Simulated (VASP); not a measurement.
Wanted: the native input for a VASP 6.6.1 run.

```yaml
Task: single point
Functional: PBEsol-based screened hybrid with 25 % exact exchange
Potentials_or_basis: VASP PAW PBE potentials, release 64 (Sn_d, Se)
Cutoff: 520 eV
k_mesh: 4 × 4 × 4
Occupations: fermi-dirac, width 0.05 eV
Spin: no spin polarisation
Dipole_correction: no
Grid_for_exact_exchange_PRECFOCK: Normal
Share_of_exact_exchange: 0.25
Further_INCAR_settings: ALGO = Normal; EDIFF = 1e-06; NBANDS = 17
Screening_parameter: 0.207 1/Å
```

Crystal: SnSe.

```xyz
2
Lattice="0.0000 3.3908 3.3908 3.3908 0.0000 3.3908 3.3908 3.3908 0.0000" Properties=species:S:1:pos:R:3 pbc="T T T"
Sn    0.0000    0.0000    0.0000
Se    5.0863    5.0863    5.0863
```

One way to write it, as run:

POSCAR

```
SnSe
1.0
    0.0000000000      3.3908400000      3.3908400000
    3.3908400000      0.0000000000      3.3908400000
    3.3908400000      3.3908400000      0.0000000000
Sn Se
1 1
Direct
    0.0000000000      0.0000000000      0.0000000000
    0.7500000000      0.7500000000      0.7500000000
```

INCAR.step1

```
PREC = Accurate ; ENCUT = 520
EDIFF = 1E-5 ; ISMEAR = -1
SIGMA = 0.05 ; LREAL = F
LASPH = T ; NELM = 100
ALGO = Normal ; ISIF = 2
LWAVE = T ; NBANDS = 17
GGA = PE
```

INCAR.step2

```
PREC = Accurate ; ENCUT = 520
EDIFF = 1E-6 ; ISMEAR = -1
SIGMA = 0.05 ; LREAL = F
LASPH = T ; NELM = 100
ALGO = Normal ; ISIF = 2
LWAVE = F ; LCHARG = T
GGA = PS ; LHFCALC = T
AEXX = 0.25 ; HFSCREEN = 0.207
PRECFOCK = Normal ; LELF = T
LVHAR = T ; NBANDS = 17
ISTART = 1
```

KPOINTS

```
Automatic mesh
0
Gamma
  4 4 4
```

Potentials or basis: VASP PAW PBE potentials, release 64 (Sn_d, Se).

Launch:

```sh
$ cat potpaw_PBE.64/Sn_d/POTCAR potpaw_PBE.64/Se/POTCAR > POTCAR
$ cp INCAR.step1 INCAR
$ mpirun -np 1 vasp_std > vasp.out
$ cp INCAR.step2 INCAR
$ mpirun -np 1 vasp_std > vasp.out
```

It gave:

```
Pressure               : -1.8 GPa
Band gap on the k mesh : 0.33 eV (least direct gap 1.04 eV)
```

Caveat: the PAW data sets were made with another functional, which shifts forces and pressure a little; spin-orbit coupling is left out, which moves the levels of the heavy elements.

Run time: 20 min on 1 thread of Intel Xeon 8259CL, on a shared host, peak memory 0.33 GiB.
